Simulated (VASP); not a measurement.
# Ta (I4/mmm) in VASP: notebook, part 2 of 2

VASP 6.6.1. The steps go on from the part before.

### Step 3. Single point, PBEsol (biaxial strain in the a-b plane: -2.0 %, then relaxed in part)

Contents of INCAR:

```
PREC = Accurate ; ENCUT = 520
EDIFF = 1E-7 ; ISMEAR = 0
SIGMA = 0.1 ; LREAL = False
LASPH = True ; NELM = 80
ALGO = Fast ; ISIF = 2
LWAVE = False ; LCHARG = False
GGA = PS ; NBANDS = 18
```

Contents of KPOINTS:

```
Automatic mesh
0
Gamma
  16 16 16
```

Contents of POSCAR:

```
Ta
1.0
    3.2148724451      0.0000000000      0.0000000000
    0.0000000000      3.2148724451      0.0000000000
    0.0000000000      0.0000000000      3.3635335278
Ta
2
Direct
    0.0000000000      0.0000000000      0.0000000000
    0.5000000000      0.5000000000      0.5000000000
```

Potentials or basis: VASP PAW PBE potentials, release 64 (Ta_pv).

Run with:

```bash
> cat potpaw_PBE.64/Ta_pv/POTCAR > POTCAR
> mpirun -np 1 vasp_std > vasp.out
```

OUTCAR:

```text
PREC = Accurate
   ENCUT = 520
   EDIFF = 1E-7
   ISMEAR = 0
   LREAL = False
   LASPH = True
   NELM = 80
   ISIF = 2
   GGA = PS

 ion  position               nearest neighbor table
   1  0.000  0.000  0.000-   2 2.83   2 2.83   2 2.83   2 2.83   2 2.83   2 2.83   2 2.83   2 2.83

   2  0.500  0.500  0.500-   1 2.83   1 2.83   1 2.83   1 2.83   1 2.83   1 2.83   1 2.83   1 2.83

  LATTYP: Found a simple tetragonal cell.
 ALAT       =     3.2148724451
 C/A-ratio  =     1.0462416737

  Lattice vectors:

 A1 = (   3.2148724451,   0.0000000000,   0.0000000000)
 A2 = (   0.0000000000,   3.2148724451,   0.0000000000)
 A3 = (   0.0000000000,   0.0000000000,   3.3635335278)

Analysis of symmetry for initial positions (statically):
=====================================================================
 Subroutine PRICEL returns following result:

  LATTYP: Found a body centered tetragonal cell.
 ALAT       =     3.2148724451
 C/A-ratio  =     1.0462416737

  Lattice vectors:

[... 175 lines left out ...]

 number of electron      21.9999998 magnetization

 Free energy of the ion-electron system (eV)
  ---------------------------------------------------
  ext. energy  EPLUGINS =         0.00000000
  ---------------------------------------------------
  free energy    TOTEN  =       -25.08245285 eV

  energy without entropy =      -25.06951553  energy(sigma->0) =      -25.07598419

 E-fermi :   5.6158     XC(G=0): -12.9115

 val. band max:        5.6144885383   @ k =   0.3125   0.1250   0.1875
 cond. band min:       5.6178068097   @ k =   0.3125   0.0625   0.1250
 fundamental gap:      0.0033182714
 Fermi energy:         5.6157642210

 k-point     1 :       0.0000    0.0000    0.0000
  band No.  band energies     occupation
      1     -28.2703      2.00000
      2     -28.1446      2.00000
      3     -28.1446      2.00000
      4     -27.2754      2.00000
      5     -27.2680      2.00000
      6     -27.2680      2.00000
[... 481 lines left out ...]
      5     -27.5852      2.00000
      6     -27.5852      2.00000
[... 10 lines left out ...]
     17      11.2959      0.00000
     18      11.2959      0.00000

 [... further k-points ...]
[... 5 lines left out ...]
  --------------------------------------------------------------------------------------
  -------------------------------------------------------------------------------------
  Total        1.2319877      1.2319877      0.0522018      0.0000000      0.0000000      0.0000000
  in kB       56.7797772     56.7797772      2.4058731      0.0000000      0.0000000      0.0000000
  external PRESSURE =      38.6551425 kB  Pullay stress =       0.0000000 kB

 VOLUME and BASIS-vectors are now :
 -----------------------------------------------------------------------------
  energy-cutoff  :      520.00
  volume of cell :       34.76
      direct lattice vectors                 reciprocal lattice vectors
     3.214872445  0.000000000  0.000000000     0.311054332  0.000000000  0.000000000
     0.000000000  3.214872445  0.000000000     0.000000000  0.311054332  0.000000000
     0.000000000  0.000000000  3.363533528     0.000000000  0.000000000  0.297306387

 POSITION                                       TOTAL-FORCE (eV/Angst)
 -----------------------------------------------------------------------------------
      0.00000      0.00000      0.00000         0.000000     -0.000000      0.000000
      1.60744      1.60744      1.68177        -0.000000      0.000000     -0.000000
 -----------------------------------------------------------------------------------
    total drift:                                0.000000      0.000000     -0.000000

  FREE ENERGIE OF THE ION-ELECTRON SYSTEM (eV)
  ---------------------------------------------------
  free  energy   TOTEN  =       -25.0824528512 eV

  energy  without entropy=      -25.0695155269  energy(sigma->0) =      -25.07598419
```

OSZICAR:

```text
N       E                     dE             d eps       ncg     rms          rms(c)
DAV:   1     0.169801796733E+03    0.16980E+03   -0.12536E+04 14596   0.127E+03
DAV:   2    -0.217475002237E+02   -0.19155E+03   -0.18806E+03 18046   0.358E+02
DAV:   3    -0.260232087569E+02   -0.42757E+01   -0.42188E+01 17286   0.505E+01
DAV:   4    -0.260525195985E+02   -0.29311E-01   -0.29256E-01 16122   0.436E+00
DAV:   5    -0.260527218939E+02   -0.20230E-03   -0.20229E-03 16136   0.350E-01    0.208E+01
RMM:   6    -0.253106454707E+02    0.74208E+00   -0.67831E-01 14887   0.613E+00    0.102E+01
RMM:   7    -0.250824081479E+02    0.22824E+00   -0.81898E-01 16020   0.623E+00    0.458E-01
RMM:   8    -0.250819866493E+02    0.42150E-03   -0.39281E-02 17267   0.153E+00    0.544E-01
RMM:   9    -0.250827557700E+02   -0.76912E-03   -0.80348E-03 17892   0.568E-01    0.260E-01
RMM:  10    -0.250824477758E+02    0.30799E-03   -0.19674E-03 15933   0.343E-01    0.877E-02
RMM:  11    -0.250824469035E+02    0.87231E-06   -0.16863E-04 18581   0.113E-01    0.147E-02
RMM:  12    -0.250824515587E+02   -0.46551E-05   -0.36951E-05 19083   0.472E-02    0.147E-02
RMM:  13    -0.250824531031E+02   -0.15444E-05   -0.60800E-06 18916   0.172E-02    0.136E-02
RMM:  14    -0.250824525406E+02    0.56255E-06   -0.23802E-06 16572   0.105E-02    0.648E-03
RMM:  15    -0.250824526925E+02   -0.15197E-06   -0.53376E-07 13082   0.472E-03    0.458E-03
RMM:  16    -0.250824528544E+02   -0.16189E-06   -0.10565E-07  9349   0.188E-03    0.747E-04
RMM:  17    -0.250824528512E+02    0.31741E-08   -0.17227E-08  7012   0.669E-04
   1 F= -.25082453E+02 E0= -.25075984E+02  d E =-.129373E-01
```

Run time: 2.3 min. Hardware: 1 thread of Intel Xeon Platinum 8259CL at 2.50GHz (Skylake/Cascade Lake), shared host; peak memory 0.31 GiB.

Results:

* Free energy: -25.0825 eV
* Pressure: 3.9 GPa
* Band gap on the k mesh: zero (band 11 reaches 7.63 eV, above the bottom of band 12 at 4.45 eV)

Levels at points of the mesh, in eV from the Fermi level:
| k point | band 8 | band 9 | band 10 | band 11 | band 12 | band 13 | band 14 | band 15 |
| --- | --- | --- | --- | --- | --- | --- | --- | --- |
| (0.00, 0.00, 0.00) | -4.11 | -3.96 | 0.54 | 0.54 | 1.12 | 3.69 | 4.49 | 7.01 |
| (0.50, 0.00, 0.00) | -3.63 | -1.01 | -1.01 | 0.94 | 0.94 | 1.39 | 1.39 | 3.21 |
| (0.50, 0.50, 0.00) | -4.55 | -2.05 | -2.05 | 2.01 | 2.01 | 4.55 | 4.55 | 5.37 |
| (0.00, 0.00, 0.50) | -3.93 | -1.17 | -1.17 | 1.52 | 1.52 | 1.52 | 1.52 | 3.50 |
| (0.50, 0.00, 0.50) | -4.56 | -1.45 | -1.45 | 1.67 | 1.67 | 3.61 | 3.61 | 5.10 |
| (0.50, 0.50, 0.50) | -1.45 | -1.16 | -1.16 | -1.16 | -1.16 | 4.94 | 4.94 | 5.51 |

Caveat: the cell differs from its parent crystal (biaxial strain in the a-b plane: -2.0 %, then relaxed in part); the PAW data sets were made with another functional, which shifts forces and pressure a little; spin-orbit coupling is left out, which moves the levels of the heavy elements.

### Step 4. Single point, PBEsol (biaxial strain in the a-b plane: +2.0 %, then relaxed in part)

Contents of INCAR:

```
SYSTEM = Ta
PREC = Accurate ; ENCUT = 520
EDIFF = 1E-7 ; ISMEAR = 0
SIGMA = 0.1 ; LREAL = .False.
LASPH = .True. ; NELM = 60
ALGO = Fast ; ISIF = 2
LWAVE = .False. ; LCHARG = .True.
GGA = PS ; LELF = .True.
LVHAR = .True. ; NBANDS = 18
```

Contents of KPOINTS:

```
Automatic mesh
0
Gamma
  16 16 16
  0 0 0
```

Contents of POSCAR:

```
Ta
1.0
    3.3460917286      0.0000000000      0.0000000000
    0.0000000000      3.3460917286      0.0000000000
    0.0000000000      0.0000000000      3.2064976778
Ta
2
Direct
    0.0000000000      0.0000000000      0.0000000000
    0.5000000000      0.5000000000      0.5000000000
```

Potentials or basis: VASP PAW PBE potentials, release 64 (Ta_pv).

Run with:

```bash
> cat potpaw_PBE.64/Ta_pv/POTCAR > POTCAR
> mpirun -np 1 vasp_std > vasp.out
```

OUTCAR:

```text
SYSTEM = Ta
   PREC = Accurate
   ENCUT = 520
   EDIFF = 1E-7
   ISMEAR = 0
   LREAL = .False.
   LASPH = .True.
   NELM = 60
   ISIF = 2
   GGA = PS

 ion  position               nearest neighbor table
   1  0.000  0.000  0.000-   2 2.86   2 2.86   2 2.86   2 2.86   2 2.86   2 2.86   2 2.86   2 2.86

   2  0.500  0.500  0.500-   1 2.86   1 2.86   1 2.86   1 2.86   1 2.86   1 2.86   1 2.86   1 2.86

  LATTYP: Found a simple tetragonal cell.
 ALAT       =     3.3460917286
 C/A-ratio  =     0.9582814632

  Lattice vectors:

 A1 = (   3.3460917286,   0.0000000000,   0.0000000000)
[... 696 lines left out ...]
      6     -27.9567      2.00000
[... 10 lines left out ...]
     17      10.1785      0.00000
     18      10.1785      0.00000

 [... further k-points ...]
[... 5 lines left out ...]
  --------------------------------------------------------------------------------------
  -------------------------------------------------------------------------------------
  Total       -0.9818496     -0.9818496      0.0311744      0.0000000      0.0000000      0.0000000
  in kB      -43.8176370    -43.8176370      1.3912383      0.0000000      0.0000000      0.0000000
  external PRESSURE =     -28.7480119 kB  Pullay stress =       0.0000000 kB

 VOLUME and BASIS-vectors are now :
 -----------------------------------------------------------------------------
  energy-cutoff  :      520.00
  volume of cell :       35.90
      direct lattice vectors                 reciprocal lattice vectors
     3.346091729  0.000000000  0.000000000     0.298856123  0.000000000  0.000000000
     0.000000000  3.346091729  0.000000000     0.000000000  0.298856123  0.000000000
     0.000000000  0.000000000  3.206497678     0.000000000  0.000000000  0.311866747

 POSITION                                       TOTAL-FORCE (eV/Angst)
 -----------------------------------------------------------------------------------
      0.00000      0.00000      0.00000         0.000000      0.000000      0.000000
      1.67305      1.67305      1.60325        -0.000000     -0.000000     -0.000000
 -----------------------------------------------------------------------------------
    total drift:                                0.000000      0.000000      0.000000

  FREE ENERGIE OF THE ION-ELECTRON SYSTEM (eV)
  ---------------------------------------------------
  free  energy   TOTEN  =       -25.0874727242 eV

  energy  without entropy=      -25.0728644154  energy(sigma->0) =      -25.08016857
```

OSZICAR:

```text
N       E                     dE             d eps       ncg     rms          rms(c)
DAV:   1     0.170752150001E+03    0.17075E+03   -0.12492E+04 14580   0.126E+03
DAV:   2    -0.217143955294E+02   -0.19247E+03   -0.18896E+03 18014   0.359E+02
DAV:   3    -0.260791871436E+02   -0.43648E+01   -0.43029E+01 17398   0.509E+01
DAV:   4    -0.261101745279E+02   -0.30987E-01   -0.30929E-01 16136   0.446E+00
DAV:   5    -0.261103896293E+02   -0.21510E-03   -0.21509E-03 16168   0.362E-01    0.196E+01
RMM:   6    -0.253213541931E+02    0.78904E+00   -0.74658E-01 14870   0.637E+00    0.946E+00
RMM:   7    -0.250870670068E+02    0.23429E+00   -0.88589E-01 15969   0.638E+00    0.484E-01
RMM:   8    -0.250869322262E+02    0.13478E-03   -0.43612E-02 17296   0.157E+00    0.554E-01
RMM:   9    -0.250878303504E+02   -0.89812E-03   -0.97996E-03 17893   0.609E-01    0.270E-01
RMM:  10    -0.250874583068E+02    0.37204E-03   -0.22695E-03 15956   0.362E-01    0.758E-02
RMM:  11    -0.250874671446E+02   -0.88378E-05   -0.19991E-04 18777   0.112E-01    0.885E-03
RMM:  12    -0.250874714723E+02   -0.43277E-05   -0.38127E-05 18941   0.458E-02    0.129E-02
RMM:  13    -0.250874731469E+02   -0.16746E-05   -0.58433E-06 19207   0.135E-02    0.137E-02
RMM:  14    -0.250874725036E+02    0.64329E-06   -0.16964E-06 17415   0.778E-03    0.603E-03
RMM:  15    -0.250874726298E+02   -0.12615E-06   -0.40149E-07 11641   0.346E-03    0.368E-03
RMM:  16    -0.250874727242E+02   -0.94367E-07   -0.71093E-08  8783   0.111E-03
   1 F= -.25087473E+02 E0= -.25080169E+02  d E =-.146083E-01
```

stdout:

```text
POSCAR found type information on POSCAR Ta
 POSCAR found :  1 types and       2 ions
 scaLAPACK will be used
 -----------------------------------------------------------------------------
|                                                                             |
|                                                                             |
|     You enforced a specific xc type in the INCAR file but a different       |
|     I HOPE YOU KNOW WHAT YOU ARE DOING!                                     |
|                                                                             |
 -----------------------------------------------------------------------------

 LDA part: xc-table for (Slater+PW92), standard interpolation
 POSCAR, INCAR and KPOINTS ok, starting setup
 FFT: planning ... GRIDC
 FFT: planning ... GRID_SOFT
 FFT: planning ... GRID
 WAVECAR not read
 entering main loop
WARNING in EDDRMM: call to ZHEGV failed, returncode =   6  3     17
 num prob RMM:  16    -0.250874727242E+02   -0.94367E-07   -0.71093E-08  8783   0.111E-03
```

Wall time 3.1 min (1 thread of Intel Xeon Platinum 8259CL at 2.50GHz (Skylake/Cascade Lake), shared host); peak memory 0.32 GiB.

What came out:

```yaml
Free_energy: -25.0875 eV
Pressure: -2.9 GPa
Band_gap_on_the_k_mesh: zero (band 11 reaches 7.09 eV, above the bottom of band 12 at 4.18 eV)
```

Caveat: the cell differs from its parent crystal (biaxial strain in the a-b plane: +2.0 %, then relaxed in part); the PAW data sets were made with another functional, which shifts forces and pressure a little; spin-orbit coupling is left out, which moves the levels of the heavy elements.

### Step 5. Single point, PBEsol (biaxial strain in the a-b plane: +2.0 %)

Contents of INCAR:

```
SYSTEM = Ta
ALGO = Fast
EDIFF = 1E-6
ENCUT = 520
GGA = PS
ISIF = 2
ISMEAR = 0
LASPH = .True.
LCHARG = .True.
LELF = .True.
LREAL = .False.
LVHAR = .True.
LWAVE = .False.
NBANDS = 18
NELM = 60
PREC = Accurate
SIGMA = 0.1
```

Contents of KPOINTS:

```
k-points
0
Gamma
  16 16 16
  0 0 0
```

POSCAR, as its differences from that of step 4:

```diff
@@ -4,3 +4,3 @@
     0.0000000000      3.3460917286      0.0000000000
-    0.0000000000      0.0000000000      3.2064976778
+    0.0000000000      0.0000000000      3.2411163018
 Ta
```

Run with:

```bash
> cat potpaw_PBE.64/Ta_pv/POTCAR > POTCAR
> mpirun -np 1 vasp_std > vasp.out
```

Run time: 2.7 min. Hardware: 1 thread of Intel Xeon Platinum 8259CL at 2.50GHz (Skylake/Cascade Lake), shared host; peak memory 0.32 GiB.

Results (log left out):

```yaml
Free_energy: -25.0844 eV
Pressure: -5.0 GPa
Band_gap_on_the_k_mesh: zero (band 11 reaches 6.92 eV, above the bottom of band 12 at 4.13 eV)
```

Stress tensor (GPa, compression positive):
```
-6.15  0.00  0.00
 0.00 -6.15  0.00
 0.00  0.00 -2.80
```

Levels at points of the mesh, in eV from the Fermi level:
```tsv
k point	band 9	band 10	band 11	band 12	band 13	band 14
(0.00, 0.00, 0.00)	-3.72	0.47	0.87	0.87	3.68	4.24
(0.50, 0.00, 0.00)	-0.96	-0.96	1.18	1.18	1.50	1.50
(0.50, 0.50, 0.00)	-1.24	-1.24	1.43	1.43	3.48	3.48
(0.00, 0.00, 0.50)	-0.84	-0.84	1.09	1.09	1.09	1.09
(0.50, 0.00, 0.50)	-1.66	-1.66	1.67	1.67	3.94	3.94
(0.50, 0.50, 0.50)	-1.28	-1.28	-1.09	-1.09	4.89	4.89
```

Caveat: the cell differs from its parent crystal (biaxial strain in the a-b plane: +2.0 %); the PAW data sets were made with another functional, which shifts forces and pressure a little; spin-orbit coupling is left out, which moves the levels of the heavy elements.

### Step 6. Overview

```tsv
cell	further INCAR settings	gap on the mesh (eV)	pressure (GPa)
a = 3.215, b = 3.215, c = 3.320 Å, 2 atoms	ALGO = Fast; EDIFF = 1e-06; NBANDS = 18	none	6.7
a = 3.215, b = 3.215, c = 3.364 Å, 2 atoms	ALGO = Fast; EDIFF = 1e-07; NBANDS = 18	none	3.9
a = 3.346, b = 3.346, c = 3.206 Å, 2 atoms	ALGO = Fast; EDIFF = 1e-07; NBANDS = 18	none	-2.9
a = 3.346, b = 3.346, c = 3.241 Å, 2 atoms	ALGO = Fast; EDIFF = 1e-06; NBANDS = 18	none	-5.0
```

Alike in all rows: task single point; level PBEsol; potentials or basis VASP PAW PBE potentials, release 64 (Ta_pv); no spin polarisation; k mesh 16 × 16 × 16; cutoff (eV) 520; smearing gaussian 0.1 eV.

Caveats: the PAW data sets were made with another functional, which shifts forces and pressure a little; spin-orbit coupling is left out, which moves the levels of the heavy elements.

Absolute energies hang on the potentials; compare differences alone.
